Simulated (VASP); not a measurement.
Set up this calculation in VASP 6.6.1, as the native input.

```yaml
Task: single point
Functional: PBE
Potentials_or_basis: VASP PAW PBE potentials, release 64 (Ba_sv, Ti_sv, O)
Cutoff: 520 eV
k_mesh: 6 × 6 × 6
Occupations: fermi-dirac, width 0.01 eV
Spin: no spin polarisation
Dipole_correction: no
Further_INCAR_settings: ALGO = Normal; EDIFF = 1e-06; NBANDS = 28
```

The structure of BaTiO3 lies in POSCAR:

```
BaTiO3
1.0
    3.9471610370      0.0000000000      0.0000000000
    0.0000000000      3.9471610370      0.0000000000
    0.0000000000      0.0000000000      3.9471610370
Ba Ti O
1 1 3
Direct
    0.5000000000      0.5000000000      0.5000000000
    0.0000000000      0.0000000000      0.0000000000
    0.5000000000      0.0000000000      0.0000000000
    0.0000000000      0.5000000000      0.0000000000
    0.0000000000      0.0000000000      0.5000000000
```

The input as run:

INCAR

```
SYSTEM = BaTiO3
  PREC = Accurate
  ENCUT = 520
  EDIFF = 1E-6
  ISMEAR = -1
  SIGMA = 0.01
  LREAL = .False.
  LASPH = .True.
  NELM = 80
  ALGO = Normal
  ISIF = 2
  LWAVE = .False.
  LCHARG = .False.
  GGA = PE
  NBANDS = 28
```

KPOINTS

```
Automatic mesh
0
Gamma
  6 6 6
  0 0 0
```

Potentials or basis: VASP PAW PBE potentials, release 64 (Ba_sv, Ti_sv, O).

Launch:

```console
$ cat potpaw_PBE.64/Ba_sv/POTCAR potpaw_PBE.64/Ti_sv/POTCAR potpaw_PBE.64/O/POTCAR > POTCAR
$ mpirun -np 1 vasp_std > vasp.out
```

Results of the run:

```
Pressure               : 12.1 GPa
Band gap on the k mesh : 1.83 eV (least direct gap 1.93 eV)
```

Caveat: the cell stands under pressure; spin-orbit coupling is left out, which moves the levels of the heavy elements.

Wall time 56 s on 1 thread of Intel Xeon 8259CL, on a shared host, peak memory 0.19 GiB.
